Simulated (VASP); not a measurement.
# Co (P6_3/mmc) in VASP: a series of runs, part 2 of 2

VASP 6.6.1. The steps go on from the part before.

**4. Single point, PBEsol, collinear spin, ferromagnetic start (volume scaled by 0.45)**

File INCAR:

```
  PREC = Accurate
  ENCUT = 520
  EDIFF = 1E-6
  ISMEAR = -1
  SIGMA = 0.1
  LREAL = False
  LASPH = True
  NELM = 150
  ALGO = Normal
  ISIF = 2
  LWAVE = False
  LCHARG = False
  ISPIN = 2
  MAGMOM = 1.7 1.7
  LORBIT = 11
  LMAXMIX = 4
  GGA = PS
  NBANDS = 20
```

File KPOINTS:

```
regular mesh
0
Gamma
  17 17 9
```

File POSCAR:

```
Co
1.0
    1.8793752538      0.0000000000      0.0000000000
   -0.9396876269      1.6275867130      0.0000000000
    0.0000000000      0.0000000000      3.0541806566
Co
2
Direct
    0.3333333333      0.6666666667      0.2500000000
    0.6666666667      0.3333333333      0.7500000000
```

Potentials or basis: VASP PAW PBE potentials, release 64 (Co).

Run with:

```
$ cat potpaw_PBE.64/Co/POTCAR > POTCAR
$ mpirun -np 1 vasp_std > vasp.out
```

OUTCAR:

```text
PREC = Accurate
   ENCUT = 520
   EDIFF = 1E-6
   ISMEAR = -1
   LREAL = False
   LASPH = True
   NELM = 150
   ISIF = 2
   ISPIN = 2
   LORBIT = 11
   GGA = PS

 ion  position               nearest neighbor table
   1  0.333  0.667  0.250-   2 1.87   2 1.87   2 1.87   2 1.87   2 1.87   2 1.87   2 2.65   2 2.65
                             2 2.65   2 2.65   2 2.65   2 2.65
   2  0.667  0.333  0.750-   1 1.87   1 1.87   1 1.87   1 1.87   1 1.87   1 1.87   1 2.65   1 2.65
                             1 2.65   1 2.65   1 2.65   1 2.65

  LATTYP: Found a hexagonal cell.
 ALAT       =     1.8793752538
 C/A-ratio  =     1.6251042204

  Lattice vectors:

 A1 = (   1.8793752538,   0.0000000000,   0.0000000000)
 A2 = (  -0.9396876269,   1.6275867130,   0.0000000000)
 A3 = (   0.0000000000,   0.0000000000,   3.0541806566)

Analysis of symmetry for initial positions (statically):
=====================================================================
 Subroutine PRICEL returns:
 Original cell was already a primitive cell.

[... 759 lines left out ...]
      5      23.9439      1.00000
      6      25.2239      1.00000
[... 541 lines left out ...]
     19      65.8905      0.00000
     20      67.6467      0.00000

 [... further k-points ...]

------------------------ aborting loop because EDIFF is reached ----------------------------------------

  FORCE on cell =-STRESS in cart. coord.  units (eV):
  Direction    XX          YY          ZZ          XY          YZ          ZX
  --------------------------------------------------------------------------------------
  -------------------------------------------------------------------------------------
  Total       68.4662506     68.4662506     68.2940186     -0.0000000      0.0000000      0.0000000
  in kB    11741.8023564  11741.8023559  11712.2649698     -0.0000000      0.0000000      0.0000000
  external PRESSURE =   11731.9565607 kB  Pullay stress =       0.0000000 kB

 VOLUME and BASIS-vectors are now :
 -----------------------------------------------------------------------------
  energy-cutoff  :      520.00
  volume of cell :        9.34
      direct lattice vectors                 reciprocal lattice vectors
     1.879375254  0.000000000  0.000000000     0.532091714  0.307203294  0.000000000
    -0.939687627  1.627586713  0.000000000     0.000000000  0.614406589  0.000000000
     0.000000000  0.000000000  3.054180657     0.000000000  0.000000000  0.327420055

 POSITION                                       TOTAL-FORCE (eV/Angst)
 -----------------------------------------------------------------------------------
     -0.00000      1.08506      0.76355        -0.000000     -0.000000      0.000000
      0.93969      0.54253      2.29064         0.000000      0.000000      0.000000
 -----------------------------------------------------------------------------------
    total drift:                                0.000000     -0.000000     -0.000000

  FREE ENERGIE OF THE ION-ELECTRON SYSTEM (eV)
  ---------------------------------------------------
  free  energy   TOTEN  =         4.2675286956 eV

  energy  without entropy=        4.3232884139  energy(sigma->0) =        4.29540855

 total charge

# of ion       s       p       d       tot
------------------------------------------
    1        1.078   1.758   8.895  11.731
    2        1.078   1.758   8.895  11.731
--------------------------------------------------
tot          2.155   3.517  17.791  23.463

 magnetization (x)

# of ion       s       p       d       tot
------------------------------------------
    1       -0.000  -0.000   0.000   0.000
    2       -0.000  -0.000   0.000   0.000
--------------------------------------------------
tot         -0.000  -0.000   0.001   0.001
```

OSZICAR:

```text
N       E                     dE             d eps       ncg     rms          rms(c)
DAV:   1     0.945288086858E+02    0.94529E+02   -0.69434E+03 15460   0.140E+03
DAV:   2     0.761084291095E+01   -0.86918E+02   -0.77088E+02 13340   0.245E+02
DAV:   3     0.315489287253E+01   -0.44560E+01   -0.43773E+01 15172   0.595E+01
DAV:   4     0.310330903969E+01   -0.51584E-01   -0.51519E-01 16944   0.590E+00
DAV:   5     0.310236644907E+01   -0.94259E-03   -0.94153E-03 16220   0.800E-01    0.625E+01
DAV:   6     0.363182789405E+01    0.52946E+00   -0.36262E-02 21924   0.316E+00    0.374E+01
DAV:   7     0.417788681291E+01    0.54606E+00   -0.58654E-02 20572   0.479E+00    0.215E+01
DAV:   8     0.427414630753E+01    0.96259E-01   -0.15617E-02 18676   0.148E+00    0.355E+00
DAV:   9     0.426846331131E+01   -0.56830E-02   -0.57554E-03 18952   0.143E+00    0.299E-01
DAV:  10     0.426754310737E+01   -0.92020E-03   -0.22459E-04 16272   0.155E-01    0.115E-01
DAV:  11     0.426752915113E+01   -0.13956E-04   -0.10428E-05 17832   0.527E-02    0.566E-02
DAV:  12     0.426752869560E+01   -0.45553E-06   -0.27738E-06 17908   0.331E-02
   1 F= 0.42675287E+01 E0= 0.42954086E+01  d E =-.557597E-01  mag=     0.0012
```

It took 75 s on 1 thread of AMD EPYC 7R43 (Zen 3), shared host; peak memory 0.12 GiB.

The run converged, but its numbers aren't listed here, since they failed a check.

Caveat: the cell differs from its parent crystal (volume scaled by 0.45); the starting moments collapsed, and a magnetic state may lie lower; the PAW data sets were made with another functional, which shifts forces and pressure a little.

**5. Single point, PBEsol, collinear spin, ferromagnetic start**

This run uses another cell than the first one, of 5.71 Å³/atom, 0.688 times its volume.

File INCAR:

```
PREC = Accurate
ENCUT = 520
EDIFF = 1E-6
ISMEAR = -1
SIGMA = 0.1
LREAL = F
LASPH = T
NELM = 150
ALGO = Normal
ISIF = 2
LWAVE = F
LCHARG = F
ISPIN = 2
MAGMOM = 1.7 1.7
LORBIT = 11
LMAXMIX = 4
GGA = PS
NBANDS = 20
```

File KPOINTS:

```
Automatic mesh
0
Gamma
  17 17 9
```

File POSCAR:

```
Co
1.0
    2.0107141391      0.0000000000      0.0000000000
   -1.0053570696      1.7413295242      0.0000000000
    0.0000000000      0.0000000000      3.2611535099
Co
2
Direct
    0.3333333333      0.6666666667      0.2500000000
    0.6666666667      0.3333333333      0.7500000000
```

Run with:

```
$ cat potpaw_PBE.64/Co/POTCAR > POTCAR
$ mpirun -np 1 vasp_std > vasp.out
```

Run time: 95 s. Hardware: 1 thread of AMD EPYC 7R43 (Zen 3), shared host; peak memory 0.12 GiB.

It converged, with:

```yaml
Free_energy: -6.4460 eV
Pressure: 558.5 GPa
Band_gap_on_the_k_mesh: zero (filled and empty bands overlap)
Net_moment: 0.00 μB per cell
```

Stress tensor (GPa, compression positive):
```
558.75   0.00   0.00
  0.00 558.75   0.00
  0.00   0.00 557.90
```

Levels at points of the mesh, in eV from the Fermi level:
Spin up:
```csv
k point,band 7,band 8,band 9,band 10,band 11,band 12
"(0.00, 0.00, 0.00)",-3.76,-2.76,-2.76,-0.29,0.17,0.17
```
Spin down:
```
           k point  band 6  band 7  band 8  band 9  band 10  band 11  band 12  band 13
(0.00, 0.00, 0.00)   -3.76   -3.76   -2.76   -2.76    -0.29     0.17     0.17    14.32
```

Caveat: the starting moments collapsed, and a magnetic state may lie lower; the PAW data sets were made with another functional, which shifts forces and pressure a little.

**6. Single point, PBEsol, collinear spin, ferromagnetic start**

This run uses another cell than the first one, of 6.64 Å³/atom, 0.800 times its volume.

File INCAR:

```
  PREC = Accurate
  ENCUT = 520
  EDIFF = 1E-7
  ISMEAR = -1
  SIGMA = 0.1
  LREAL = F
  LASPH = T
  NELM = 150
  ALGO = Normal
  ISIF = 2
  LWAVE = F
  LCHARG = T
  ISPIN = 2
  MAGMOM = 1.7 1.7
  LORBIT = 11
  LMAXMIX = 4
  GGA = PS
  LELF = T
  LVHAR = T
  NBANDS = 20
```

KPOINTS is that of step 5.

File POSCAR:

```
Co
1.0
    2.1159521255      0.0000000000      0.0000000000
   -1.0579760628      1.8324682938      0.0000000000
    0.0000000000      0.0000000000      3.4267112945
Co
2
Direct
    0.3333333333      0.6666666667      0.2500000000
    0.6666666667      0.3333333333      0.7500000000
```

Potentials or basis: VASP PAW PBE potentials, release 64 (Co).

Run with:

```
$ cat potpaw_PBE.64/Co/POTCAR > POTCAR
$ mpirun -np 1 vasp_std > vasp.out
```

Run time: 2.1 min. Hardware: 1 thread of AMD EPYC 7R43 (Zen 3), shared host; peak memory 0.13 GiB.

It converged, with:

```
Free energy            : -11.2090 eV
Pressure               : 287.2 GPa
Band gap on the k mesh : zero (filled and empty bands overlap)
Net moment             : 0.00 μB per cell
```

Stress tensor (GPa, compression positive):
```
287.31   0.00   0.00
  0.00 287.31   0.00
  0.00   0.00 286.94
```

Levels at points of the mesh, in eV from the Fermi level:
Spin up:
```csv
k point,band 5,band 6,band 7,band 8,band 9,band 10,band 11,band 12,band 13,band 14
"(0.00, 0.00, 0.00)",-3.73,-2.99,-2.99,-2.20,-2.20,-0.44,0.16,0.16,12.03,25.29
```
Spin down:
| k point | band 5 | band 6 | band 7 | band 8 | band 9 | band 10 | band 11 | band 12 | band 13 | band 14 |
| --- | --- | --- | --- | --- | --- | --- | --- | --- | --- | --- |
| (0.00, 0.00, 0.00) | -3.73 | -2.99 | -2.99 | -2.20 | -2.20 | -0.44 | 0.16 | 0.16 | 12.03 | 25.29 |

Caveat: the starting moments collapsed, and a magnetic state may lie lower; the PAW data sets were made with another functional, which shifts forces and pressure a little.
